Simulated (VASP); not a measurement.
# Ir (P6_3/mmc) in VASP: further runs, part 2 of 2

VASP 6.6.1.

### 3 Relaxation of cell and atoms, LDA, target pressure 340 GPa, at which the enthalpy is minimised

This run uses another cell than the first one, of 9.73 Å³/atom.

INCAR

```
PREC = Accurate ; ENCUT = 600
EDIFF = 1E-6 ; ISMEAR = -1
SIGMA = 0.08 ; LREAL = F
LASPH = T ; NELM = 80
ALGO = Normal ; ISIF = 3
LWAVE = F ; LCHARG = F
GGA = CA ; IBRION = 2
NSW = 32 ; EDIFFG = -0.005
PSTRESS = 3400.0
```

KPOINTS

```
Automatic mesh
0
Gamma
  18 18 10
```

POSCAR

```
Ir
1.0
    2.3975652223      0.0000000000      0.0000000000
   -1.1987826112      2.0763523897      0.0000000000
    0.0000000000      0.0000000000      3.9089506049
Ir
2
Direct
    0.3333333333      0.6666666667      0.2500000000
    0.6666666667      0.3333333333      0.7500000000
```

Potentials or basis: VASP PAW LDA potentials, release 64 (Ir).

Command:

```
$ cat potpaw_LDA.64/Ir/POTCAR > POTCAR
$ mpirun -np 1 vasp_std > vasp.out
```

OUTCAR:

```text
PREC = Accurate
   ENCUT = 600
   EDIFF = 1E-6
   ISMEAR = -1
   LREAL = F
   LASPH = T
   NELM = 80
   ISIF = 3
   GGA = CA
   IBRION = 2
   NSW = 32
   EDIFFG = -0.005
   PSTRESS = 3400.0

 ion  position               nearest neighbor table
   1  0.333  0.667  0.250-   2 2.40   2 2.40   2 2.40   2 2.40   2 2.40   2 2.40   2 3.39   2 3.39
                             2 3.39   2 3.39   2 3.39   2 3.39
   2  0.667  0.333  0.750-   1 2.40   1 2.40   1 2.40   1 2.40   1 2.40   1 2.40   1 3.39   1 3.39
                             1 3.39   1 3.39   1 3.39   1 3.39

  LATTYP: Found a hexagonal cell.
 ALAT       =     2.3975652223
 C/A-ratio  =     1.6303834275

  Lattice vectors:

 A1 = (   2.3975652223,   0.0000000000,   0.0000000000)
 A2 = (  -1.1987826112,   2.0763523897,   0.0000000000)
 A3 = (   0.0000000000,   0.0000000000,   3.9089506049)

Analysis of symmetry for initial positions (statically):
=====================================================================
 Subroutine PRICEL returns:
 Original cell was already a primitive cell.

 Routine SETGRP: Setting up the symmetry group for a
 hexagonal supercell.

 Subroutine GETGRP returns: Found 24 space group operations
 (whereof 12 operations were pure point group operations)
 out of a pool of 24 trial point group operations.

The static configuration has the point symmetry D_3d.
 The point group associated with its full space group is D_6h.

Analysis of symmetry for dynamics (positions and initial velocities):
=====================================================================
 Subroutine PRICEL returns:
 Original cell was already a primitive cell.

 Routine SETGRP: Setting up the symmetry group for a
 hexagonal supercell.

 Subroutine GETGRP returns: Found 24 space group operations
 (whereof 12 operations were pure point group operations)
 out of a pool of 24 trial point group operations.

The dynamic configuration has the point symmetry D_3d.
 The point group associated with its full space group is D_6h.

 Subroutine INISYM returns: Found 24 space group operations
 (whereof 12 operations are pure point group operations),
 and found     1 'primitive' translations

----------------------------------------------------------------------------------------

                                     Primitive cell

  volume of cell :      19.4595

  direct lattice vectors                    reciprocal lattice vectors
     2.397565222  0.000000000  0.000000000     0.417089800  0.240806909  0.000000000
    -1.198782611  2.076352390  0.000000000     0.000000000  0.481613817  0.000000000
     0.000000000  0.000000000  3.908950605     0.000000000  0.000000000  0.255823135

  length of vectors
     2.397565222  2.397565222  3.908950605     0.481613817  0.481613817  0.255823135

  position of ions in fractional coordinates (direct lattice)
     0.333333333  0.666666667  0.250000000
     0.666666667  0.333333333  0.750000000

  ion indices of the primitive-cell ions
   primitive index   ion index
                 1           1
                 2           2

----------------------------------------------------------------------------------------

 KPOINTS: Automatic mesh

Automatic generation of k-mesh.
 Grid dimensions read from file:
 generate k-points for:   18   18   10

[... 55 lines left out ...]
   ISTART =      0    job   : 0-new  1-cont  2-samecut
   ICHARG =      2    charge: 1-file 2-atom 10-const
   ISPIN  =      1    spin polarized calculation?
   LNONCOLLINEAR =      F non collinear calculations
   LSORBIT =      F    spin-orbit coupling
   LASPH  =      T    aspherical Exc in radial PAW
   ENCUT  =  600.0 eV  44.10 Ry    6.64 a.u.   4.79  4.79  7.81*2*pi/ulx,y,z
   NELM   =     80;   NELMIN=  2; NELMDL= -5     # of ELM steps
   EDIFF  = 0.1E-05   stopping-criterion for ELM
   LREAL  =      F    real-space projection
   EDIFFG = -.5E-02   stopping-criterion for IOM
   NSW    =     32    number of steps for IOM
   IBRION =      2    ionic relax: 0-MD 1-quasi-New 2-CG
   NFREE  =      1    steps in history (QN), initial steepest desc. (CG)
   ISIF   =      3    stress and relaxation
   ISYM   =      2    0-nonsym 1-usesym 2-fastsym
   POTIM  = 0.5000    time-step for ionic-motion
   TEBEG  =    0.0;   TEEND  =   0.0 temperature during run
   PSTRESS= 3400.0 pullay stress
   NELECT =      18.0000    total number of electrons
   NUPDOWN=      -1.0000    fix difference up-down
   EMIN   =  10.00;   EMAX   =-10.00  energy-range for DOS
   EFERMI =   0.00;   METHOD = LEGACY
   ISMEAR =    -1;   SIGMA  =   0.08  broadening in eV -4-tet -1-fermi 0-gaus
   EFERMI_NEDOS =   21; number of points for ismear=-14 and -15
   IALGO  =     38    algorithm
   IMIX   =      4    mixing-type and parameters
     AMIX     =   0.40;   BMIX     =  1.00
     AMIX_MAG =   1.60;   BMIX_MAG =  1.00
  volume/ion in A,a.u.               =       9.73        65.66
  Fermi-wavevector in a.u.,A,eV,Ry     =   1.595102  3.014306 34.617986  2.544350
  Thomas-Fermi vector in A             =   2.693073
   LORBIT       =      0    0 simple, 1 ext, 2 COOP (PROOUT), +10 PAW based schemes
   GGA     = CA    functional components
   LHFCALC =     F    Hartree Fock is set to
   AEXX    =    0.0000 exact exchange contribution
   IVDW    =     0    specifies the selected vdW correction
   LEPSILON=     F    determine dielectric tensor
   LRPA    =     F    only Hartree local field effects (RPA)
 conjugate gradient relaxation of ions
 non-spin polarized calculation
  energy-cutoff  :      600.00
  volume of cell :       19.46
 maximum number of plane-waves:       668
 NGX is ok and might be reduce to    20
   NGX =  9   NGY =  9   NGZ = 15

--------------------------------------- Ionic step        1  -------------------------------------------

 number of electron      18.0000000 magnetization

 Free energy of the ion-electron system (eV)
  ---------------------------------------------------
  ext. energy  EPLUGINS =         0.00000000
  ---------------------------------------------------
  free energy    TOTEN  =       -13.88968012 eV

  energy without entropy =      -13.86468926  energy(sigma->0) =      -13.87718469

------------------------ aborting loop because EDIFF is reached ----------------------------------------

  FORCE on cell =-STRESS in cart. coord.  units (eV):
  Direction    XX          YY          ZZ          XY          YZ          ZX
  --------------------------------------------------------------------------------------
  -------------------------------------------------------------------------------------
  Total       42.8369691     42.8369691     42.8668319     -0.0000000      0.0000000      0.0000000
  in kB     3526.9365151   3526.9365149   3529.3952391     -0.0000001      0.0000000      0.0000000
  external PRESSURE =     127.7560897 kB  Pullay stress =    3400.0000000 kB
[... 101 lines left out ...]
--------------------------------------- Ionic step        4  -------------------------------------------

 number of electron      17.9999999 magnetization

 Free energy of the ion-electron system (eV)
  ---------------------------------------------------
  ext. energy  EPLUGINS =         0.00000000
  ---------------------------------------------------
  free energy    TOTEN  =       -14.19474161 eV

  energy without entropy =      -14.16949752  energy(sigma->0) =      -14.18211956

 E-fermi :  18.2975     XC(G=0): -16.3356

 val. band max:       18.2900049282   @ k =   0.3333   0.2778   0.1000
 cond. band min:      18.3067183194   @ k =   0.3889   0.1667   0.1000
 fundamental gap:      0.0167133913
 Fermi energy:        18.2975164844

 k-point     1 :       0.0000    0.0000    0.0000
  band No.  band energies     occupation
      1       2.6898      2.00000
      2       5.1962      2.00000
      3      11.2543      2.00000
      4      11.4524      2.00000
      5      11.4524      2.00000
      6      12.6506      2.00000
      7      12.6506      2.00000
      8      14.1461      2.00000
      9      14.1461      2.00000
     10      16.8939      2.00000
     11      18.6930      0.01416
     12      18.6930      0.01416
     13      29.3255      0.00000
[... 354 lines left out ...]
  band No.  band energies     occupation
      1       6.0734      2.00000
      2       6.6035      2.00000
      3       7.1453      2.00000
      4      10.8607      2.00000
      5      12.1593      2.00000
      6      12.2427      2.00000
      7      13.2037      2.00000
      8      18.6272      0.03192
      9      19.4974      0.00000
     10      19.7552      0.00000
     11      22.8404      0.00000
     12      27.2769      0.00000
     13      29.5207      0.00000

 [... further k-points ...]

------------------------ aborting loop because EDIFF is reached ----------------------------------------

  FORCE on cell =-STRESS in cart. coord.  units (eV):
  Direction    XX          YY          ZZ          XY          YZ          ZX
  --------------------------------------------------------------------------------------
  -------------------------------------------------------------------------------------
  Total       41.5921308     41.5921308     41.5961438     -0.0000000      0.0000000      0.0000000
  in kB     3399.7899651   3399.7899649   3400.1179983     -0.0000001      0.0000000      0.0000000
  external PRESSURE =      -0.1006906 kB  Pullay stress =    3400.0000000 kB
[... 21 lines left out ...]
  energy  without entropy=      -14.1694975178  energy(sigma->0) =      -14.18211956

  enthalpy is  TOTEN    =        27.3999586630 eV   P V=       41.5947002718

 reached required accuracy - stopping structural energy minimisation
```

OSZICAR:

```text
N       E                     dE             d eps       ncg     rms          rms(c)
DAV:   1     0.195983951063E+03    0.19598E+03   -0.98214E+03  5772   0.168E+03
DAV:   2    -0.868981014535E+01   -0.20467E+03   -0.19124E+03  5827   0.434E+02
DAV:   3    -0.149355489313E+02   -0.62457E+01   -0.60279E+01  7192   0.947E+01
DAV:   4    -0.150082905704E+02   -0.72742E-01   -0.72589E-01  6727   0.872E+00
[... 28 lines left out ...]
       N       E                     dE             d eps       ncg     rms          rms(c)
DAV:   1    -0.141947536821E+02    0.18831E-01   -0.60569E-04  6362   0.409E-01    0.113E-01
DAV:   2    -0.141947439580E+02    0.97240E-05   -0.10892E-05  6962   0.532E-02    0.471E-02
DAV:   3    -0.141947416113E+02    0.23468E-05   -0.50076E-06  5757   0.351E-02    0.277E-03
DAV:   4    -0.141947416088E+02    0.25125E-08   -0.15695E-07  2981   0.383E-03
   4 F= 0.27399959E+02 E0= 0.27412581E+02  d E =-.560265E-02
```

CONTCAR:

```text
Ir
   1.00000000000000
     2.4033096195449226   -0.0000000000038435    0.0000000000000000
    -1.2016548098259094    2.0813271836397766    0.0000000000000000
     0.0000000000000000    0.0000000000000000    3.9184975833843292
  Ir
     2
Direct
     0.3333333332999970    0.6666666667000030    0.2500000000000000
     0.6666666667000030    0.3333333332999970    0.7500000000000000

  0.00000000E+00  0.00000000E+00  0.00000000E+00
  0.00000000E+00  0.00000000E+00  0.00000000E+00
```

It took 2.9 min on 1 thread of Intel Xeon 8259CL, shared host; peak memory 0.19 GiB.

What came out:

```
Free energy                                                : -14.1947 eV
Relaxed volume                                             : 9.80 Å³/atom
Relaxed cell                                               : a = 2.403 Å, b = 2.403 Å, c = 3.918 Å, α = 90.00°, β = 90.00°, γ = 120.00°
Space group after relaxing (to 0.1 Å)                      : P6_3/mmc (No. 194)
Energy change on relaxing (the run minimises the enthalpy) : -152.5 meV/atom
Ionic steps                                                : 4
Pressure after relaxing                                    : 340.0 GPa
Band gap on the k mesh                                     : zero (bands 9 and 10 overlap by 6.13 eV)
```

The path:
| step | energy change (eV) | largest force (eV/Å) | pressure (GPa) | volume (Å³) |
| --- | --- | --- | --- | --- |
| 1 | 0.0000 | 0.0000 | 352.78 | 19.46 |
| 2 | -3.7389 | 0.0000 | 189.33 | 21.73 |
| 3 | -0.3239 | 0.0000 | 339.20 | 19.61 |
| 4 | -0.3051 | 0.0000 | 339.99 | 19.60 |

Final structure:
```
CELL_PARAMETERS angstrom
2.40331 0.00000 0.00000
-1.20165 2.08133 0.00000
0.00000 0.00000 3.91850
ATOMIC_POSITIONS crystal
Ir 0.33333 0.66667 0.25000
Ir 0.66667 0.33333 0.75000
```

Levels at points of the mesh, in eV from the Fermi level:
```tsv
k point	band 6	band 7	band 8	band 9	band 10	band 11	band 12	band 13
(0.00, 0.00, 0.00)	-5.65	-5.65	-4.15	-4.15	-1.40	0.40	0.40	11.03
(0.50, 0.00, 0.00)	-5.12	-5.06	1.51	1.93	2.29	5.08	7.00	11.39
(0.00, 0.00, 0.50)	-7.00	-7.00	-7.00	-0.75	-0.75	-0.75	-0.75	12.67
(0.50, 0.00, 0.50)	-3.83	-1.62	-1.62	1.96	1.96	3.25	3.25	11.69
```

Caveat: the cell is relaxed towards a set pressure, so the run minimises the enthalpy, not the energy; spin-orbit coupling is left out, which moves the levels of the heavy elements.
